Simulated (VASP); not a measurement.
# TiSi16H7 in VASP: single point with PBE+D3(BJ)

Aim: the single point of TiSi16H7 with PBE+D3(BJ).

Everything below comes from runs of VASP 6.6.1. Logs are shortened: lines on timing, memory, paths and dates and some standing lists are left out, and cuts for length are marked.

### Step 1. The cell of the first run

The cell holds a slab with vacuum, 24 atoms: a = 7.679 Å, b = 7.679 Å, c = 17.869 Å, α = 90.00°, β = 90.00°, γ = 60.00°.

### Step 2. Single point, PBE+D3(BJ), collinear spin

INCAR reads:

```
SYSTEM = TiSi16H7
  PREC = Accurate
  ENCUT = 520
  EDIFF = 1E-7
  ISMEAR = 0
  SIGMA = 0.02
  LREAL = Auto
  LASPH = .True.
  NELM = 150
  ALGO = Normal
  ISIF = 2
  LWAVE = .False.
  LCHARG = .False.
  ISPIN = 2
  MAGMOM = 0 0 0 0 0 0 0 0 0 0 0 0 0 0 0 0 0 0 0 0 0 0 0 1
  LORBIT = 11
  LMAXMIX = 4
  GGA = PE
  IVDW = 12
  NBANDS = 64
```

KPOINTS reads:

```
regular mesh
0
Gamma
  2 2 1
  0 0 0
```

POSCAR reads:

```
TiSi16H7
1.0
    7.6791800000      0.0000000000      0.0000000000
    3.8395900000      6.6503650000      0.0000000000
    0.0000000000      0.0000000000     17.8687650000
H Si Ti
7 16 1
Direct
    0.1666667000      0.1666667000      0.0559636000
    0.6666667000      0.1666667000      0.0559636000
    0.1666667000      0.6666667000      0.0559636000
    0.6666667000      0.6666667000      0.0559636000
    0.4975875386     -0.0031927879      0.4390123995
    0.0039533201      0.5091753102      0.4405087831
    0.4915696234      0.5074997932      0.4389167287
    0.1666667000      0.1666667000      0.1399089000
    0.6666667000      0.1666667000      0.1399089000
    0.1666667000      0.6666667000      0.1399089000
    0.6666667000      0.6666667000      0.1399089000
   -0.1667417639      0.3334439485      0.1837244659
    0.3333677591      0.3332494442      0.1822292130
   -0.1670394882      0.8333862872      0.1820267467
    0.3337688817      0.8332509478      0.1810354908
   -0.1638086538      0.3316181411      0.3161602630
    0.3326392736      0.3330416522      0.3135868115
   -0.1649489130      0.8375997938      0.3128653815
    0.3246214146      0.8407474617      0.3113880980
   -0.0025529994      0.0017924151      0.3625400508
    0.5006021907     -0.0021139588      0.3544953891
   -0.0007937156      0.5048560257      0.3558305408
    0.4971724739      0.5050438558      0.3521526214
    0.1883514757      0.7822200137      0.5021471068
```

Potentials or basis: VASP PAW PBE potentials, release 64 (H, Si, Ti_sv).

Started as:

```
$ cat potpaw_PBE.64/H/POTCAR potpaw_PBE.64/Si/POTCAR potpaw_PBE.64/Ti_sv/POTCAR > POTCAR
$ mpirun -np 1 vasp_std > vasp.out
```

OUTCAR:

```text
SYSTEM = TiSi16H7
   PREC = Accurate
   ENCUT = 520
   EDIFF = 1E-7
   ISMEAR = 0
   LREAL = Auto
   LASPH = .True.
   NELM = 150
   ISIF = 2
   ISPIN = 2
   LORBIT = 11
   GGA = PE
   IVDW = 12
 IVDW          = 12

 ion  position               nearest neighbor table
   1  0.167  0.167  0.056-   8 1.50
   2  0.667  0.167  0.056-   9 1.50
   3  0.167  0.667  0.056-  10 1.50
   4  0.667  0.667  0.056-  11 1.50
   5  0.498  0.997  0.439-  21 1.51
   6  0.004  0.509  0.441-  22 1.51
   7  0.492  0.507  0.439-  23 1.55
   8  0.167  0.167  0.140-   1 1.50  15 2.34  13 2.34  12 2.35
   9  0.667  0.167  0.140-   2 1.50  14 2.34  13 2.34  12 2.35
  10  0.167  0.667  0.140-   3 1.50  15 2.34  13 2.34  14 2.34
  11  0.667  0.667  0.140-   4 1.50  15 2.33  14 2.34  12 2.35
  12  0.833  0.333  0.184-  11 2.35   9 2.35   8 2.35  16 2.37
  13  0.333  0.333  0.182-   8 2.34   9 2.34  10 2.34  17 2.35
[... 8 lines left out ...]
  22  0.999  0.505  0.356-   6 1.51  18 2.34  17 2.34  16 2.35
  23  0.497  0.505  0.352-   7 1.55  17 2.34  16 2.34  19 2.35
  24  0.188  0.782  0.502-  20 2.96

  LATTYP: Found a hexagonal cell.
 ALAT       =     7.6791800344
 C/A-ratio  =     2.3269105451

  Lattice vectors:

 A1 = (  -3.8395900000,  -6.6503650000,   0.0000000000)
 A2 = (   7.6791800000,   0.0000000000,   0.0000000000)
 A3 = (   0.0000000000,   0.0000000000,  17.8687650000)

Analysis of symmetry for initial positions (statically):
=====================================================================
 Subroutine PRICEL returns:
 Original cell was already a primitive cell.

 Routine SETGRP: Setting up the symmetry group for a
 hexagonal supercell.

 Subroutine GETGRP returns: Found  1 space group operations
 (whereof  1 operations were pure point group operations)
 out of a pool of 24 trial point group operations.

The static configuration has the point symmetry C_1 .

Analysis of symmetry for dynamics (positions and initial velocities):
=====================================================================
 Subroutine PRICEL returns:
 Original cell was already a primitive cell.

 Routine SETGRP: Setting up the symmetry group for a
 hexagonal supercell.

 Subroutine GETGRP returns: Found  1 space group operations
 (whereof  1 operations were pure point group operations)
 out of a pool of 24 trial point group operations.

The dynamic configuration has the point symmetry C_1 .

Analysis of structural, dynamic, and magnetic symmetry:
=====================================================================
 Subroutine PRICEL returns:
 Original cell was already a primitive cell.

 Routine SETGRP: Setting up the symmetry group for a
 hexagonal supercell.

 Subroutine GETGRP returns: Found  1 space group operations
 (whereof  1 operations were pure point group operations)
 out of a pool of 24 trial point group operations.

The overall configuration has the point symmetry C_1 .

 Subroutine INISYM returns: Found  1 space group operations
 (whereof  1 operations are pure point group operations),
 and found     1 'primitive' translations

----------------------------------------------------------------------------------------

                                     Primitive cell

  volume of cell :     912.5462

  direct lattice vectors                    reciprocal lattice vectors
     7.679180000  0.000000000  0.000000000     0.130222237 -0.075183843  0.000000000
     3.839590000  6.650365000  0.000000000     0.000000000  0.150367687  0.000000000
     0.000000000  0.000000000 17.868765000     0.000000000  0.000000000  0.055963577

  length of vectors
     7.679180000  7.679180034 17.868765000     0.150367687  0.150367687  0.055963577

  position of ions in fractional coordinates (direct lattice)
     0.166666700  0.166666700  0.055963600
     0.666666700  0.166666700  0.055963600
     0.166666700  0.666666700  0.055963600
     0.666666700  0.666666700  0.055963600
     0.497587539  0.996807212  0.439012400
     0.003953320  0.509175310  0.440508783
[... 79 lines left out ...]
   number of dos      NEDOS =    301   number of ions     NIONS =     24
   total plane-waves  NPLWV = 504000
   dimension x,y,z NGX =    60 NGY =   60 NGZ =  140
   dimension x,y,z NGXF=   120 NGYF=  120 NGZF=  280
   ions per type =               7  16   1
   NGX,Y,Z   is equivalent  to a cutoff of  12.99, 12.99, 13.03 a.u.
   NGXF,Y,Z  is equivalent  to a cutoff of  25.98, 25.98, 26.05 a.u.
 SYSTEM =  TiSi16H7
   PREC   = accura    normal or accurate (medium, high low for compatibility)
   ISTART =      0    job   : 0-new  1-cont  2-samecut
   ICHARG =      2    charge: 1-file 2-atom 10-const
   ISPIN  =      2    spin polarized calculation?
   LNONCOLLINEAR =      F non collinear calculations
   LSORBIT =      F    spin-orbit coupling
   LASPH  =      T    aspherical Exc in radial PAW
   ENCUT  =  520.0 eV  38.22 Ry    6.18 a.u.  14.28 14.28 33.22*2*pi/ulx,y,z
   NELM   =    150;   NELMIN=  2; NELMDL= -5     # of ELM steps
   EDIFF  = 0.1E-06   stopping-criterion for ELM
   LREAL  =      T    real-space projection
   EDIFFG = 0.1E-05   stopping-criterion for IOM
   NSW    =      0    number of steps for IOM
   IBRION =     -1    ionic relax: 0-MD 1-quasi-New 2-CG
   NFREE  =      0    steps in history (QN), initial steepest desc. (CG)
   ISIF   =      2    stress and relaxation
   ISYM   =      2    0-nonsym 1-usesym 2-fastsym
   POTIM  = 0.5000    time-step for ionic-motion
   TEBEG  =    0.0;   TEEND  =   0.0 temperature during run
   PSTRESS=    0.0 pullay stress
   NELECT =      83.0000    total number of electrons
   NUPDOWN=      -1.0000    fix difference up-down
   EMIN   =  10.00;   EMAX   =-10.00  energy-range for DOS
   EFERMI =   0.00;   METHOD = LEGACY
   ISMEAR =     0;   SIGMA  =   0.02  broadening in eV -4-tet -1-fermi 0-gaus
   EFERMI_NEDOS =   21; number of points for ismear=-14 and -15
   IALGO  =     38    algorithm
   IMIX   =      4    mixing-type and parameters
     AMIX     =   0.40;   BMIX     =  1.00
     AMIX_MAG =   1.60;   BMIX_MAG =  1.00
  volume/ion in A,a.u.               =      38.02       256.59
  Fermi-wavevector in a.u.,A,eV,Ry     =   0.736234  1.391281  7.374910  0.542041
  Thomas-Fermi vector in A             =   1.829624
   LORBIT       =     11    0 simple, 1 ext, 2 COOP (PROOUT), +10 PAW based schemes
   GGA     = PE    functional components
   LHFCALC =     F    Hartree Fock is set to
   AEXX    =    0.0000 exact exchange contribution
   IVDW    =    12    specifies the selected vdW correction
   LEPSILON=     F    determine dielectric tensor
   LRPA    =     F    only Hartree local field effects (RPA)
 spin polarized calculation
 Gauss-broadening in eV      SIGMA  =   0.02
  energy-cutoff  :      520.00
  volume of cell :      912.55
 maximum number of plane-waves:     24625
 NGX is ok and might be reduce to    60
   NGX = 29   NGY = 29   NGZ = 67

 number of electron      83.0000002 magnetization       3.0000305

 Free energy of the ion-electron system (eV)
  ---------------------------------------------------
  ext. energy  EPLUGINS =         0.00000000
  ---------------------------------------------------
  free energy    TOTEN  =      -112.61583838 eV

  energy without entropy =     -112.61583838  energy(sigma->0) =     -112.61583838

 E-fermi :   0.1728     XC(G=0):  -4.7494

 val. band max:        0.0517927683   @ k =   0.5000   0.0000   0.0000
 cond. band min:       0.5798757966   @ k =   0.0000   0.0000   0.0000
 fundamental gap:      0.5280830282
 Fermi energy:         0.1727797130

 spin component 1

 k-point     1 :       0.0000    0.0000    0.0000
  band No.  band energies     occupation
      1     -57.4126      1.00000
      2     -33.7982      1.00000
      3     -33.7462      1.00000
      4     -33.6762      1.00000
      5     -11.7531      1.00000
      6     -10.6551      1.00000
[... 213 lines left out ...]
     52       2.3565      0.00000
     53       2.4993      0.00000
 Fermi energy:         0.1727797130

 spin component 2

 k-point     1 :       0.0000    0.0000    0.0000
  band No.  band energies     occupation
      1     -55.5258      1.00000
      2     -31.9680      1.00000
      3     -31.9210      1.00000
      4     -31.6598      1.00000
      5     -11.7505      1.00000
      6     -10.6499      1.00000
[... 213 lines left out ...]
     52       2.6388      0.00000
     53       2.7604      0.00000
 [bands above 53 left out]

------------------------ aborting loop because EDIFF is reached ----------------------------------------

 Edisp (eV)   -4.31477

 E8    (eV) :    -1.8128

  FORCE on cell =-STRESS in cart. coord.  units (eV):
  Direction    XX          YY          ZZ          XY          YZ          ZX
  --------------------------------------------------------------------------------------
  -------------------------------------------------------------------------------------
  Total       1.92628     2.04915     0.07481    -0.10549    -0.00931     0.03707
  in kB       3.38200     3.59773     0.13134    -0.18522    -0.01635     0.06509
  external pressure =        2.37 kB  Pullay stress =        0.00 kB

 VOLUME and BASIS-vectors are now :
 -----------------------------------------------------------------------------
  energy-cutoff  :      520.00
  volume of cell :      912.55
      direct lattice vectors                 reciprocal lattice vectors
     7.679180000  0.000000000  0.000000000     0.130222237 -0.075183843  0.000000000
     3.839590000  6.650365000  0.000000000     0.000000000  0.150367687  0.000000000
     0.000000000  0.000000000 17.868765000     0.000000000  0.000000000  0.055963577

 POSITION                                       TOTAL-FORCE (eV/Angst)
 -----------------------------------------------------------------------------------
      1.91980      1.10839      1.00000        -0.018311      0.042268     -0.059498
      5.75939      1.10839      1.00000         0.017378      0.033627     -0.054503
      3.83959      4.43358      1.00000        -0.009032     -0.023225     -0.063050
      7.67918      4.43358      1.00000         0.008485     -0.047615     -0.082452
      7.64840      6.62913      7.84461         0.000813     -0.003398     -0.007305
      1.98538      3.38620      7.87135         0.000409     -0.001226     -0.006020
[... 16 lines left out ...]
      5.75704      3.35873      6.29253        -0.000696     -0.001613      0.016489
      4.44979      5.20205      8.97275         0.011970     -0.003938      0.009646
 -----------------------------------------------------------------------------------
    total drift:                                0.001208     -0.000653      0.000597

  FREE ENERGIE OF THE ION-ELECTRON SYSTEM (eV)
  ---------------------------------------------------
  free  energy   TOTEN  =      -116.9306069833 eV

  energy  without entropy=     -116.9306069833  energy(sigma->0) =     -116.93060698

 total charge

# of ion       s       p       d       tot
------------------------------------------
    1        0.560   0.013   0.000   0.574
    2        0.560   0.013   0.000   0.573
    3        0.560   0.013   0.000   0.574
    4        0.560   0.013   0.000   0.574
    5        0.558   0.013   0.000   0.571
    6        0.556   0.013   0.000   0.569
[... 16 lines left out ...]
   23        0.742   0.950   0.000   1.693
   24        2.170   5.940   2.032  10.142
--------------------------------------------------
tot         17.913  21.471   2.032  41.416

 magnetization (x)

# of ion       s       p       d       tot
------------------------------------------
    1        0.000   0.000   0.000   0.000
    2       -0.000   0.000   0.000  -0.000
    3       -0.000   0.000   0.000  -0.000
    4       -0.001  -0.000   0.000  -0.001
    5        0.001   0.000   0.000   0.001
    6        0.000   0.001   0.000   0.001
[... 16 lines left out ...]
   23        0.003   0.002   0.000   0.005
   24        0.105   0.006   1.929   2.040
--------------------------------------------------
tot          0.113  -0.010   1.929   2.032
```

It took 33 min on 1 thread of Intel Xeon Platinum 8488C (Sapphire Rapids), shared host; peak memory 1.5 GiB.

What came out:

```yaml
Free_energy: -116.9306 eV
Largest_force: 0.137 eV/Å
Band_gap_on_the_k_mesh: 0.53 eV (least direct gap 0.54 eV)
Net_moment: 3.00 μB per cell
Site_moments: H +0.00, -0.00 (each value once); Si +0.00, -0.00, +0.01, -0.03 (each value once); Ti +2.04 μB
Valence_electrons_inside_the_program's_atomic_spheres: H 0.57, 0.56 (each value once); Si 1.71, 1.72, 1.70, 1.69, 1.67 (each value once); Ti 10.14
Dispersion_energy_per_atom: -0.180 eV
```

Forces on the atoms (eV/Å):
```
H   -0.018  0.042 -0.059
H    0.017  0.034 -0.055
H   -0.009 -0.023 -0.063
H    0.008 -0.048 -0.082
H    0.001 -0.003 -0.007
H    0.000 -0.001 -0.006
H    0.003 -0.008 -0.017
Si  -0.052  0.044  0.077
Si   0.048  0.002  0.129
Si  -0.038  0.014  0.026
Si   0.046 -0.070  0.038
Si  -0.001 -0.004 -0.002
Si   0.000  0.002  0.002
Si   0.003  0.003 -0.002
Si  -0.004 -0.001  0.002
Si  -0.001  0.009  0.002
Si   0.003 -0.008 -0.003
Si  -0.005 -0.003  0.005
Si  -0.001  0.001  0.011
Si  -0.002  0.013 -0.019
Si  -0.003  0.010 -0.003
Si  -0.007  0.003  0.000
Si  -0.001 -0.002  0.016
Ti   0.012 -0.004  0.010
```

Caveat: the k points lie up to 0.47 Å⁻¹ apart; there is no dipole correction, which matters where the two faces differ.
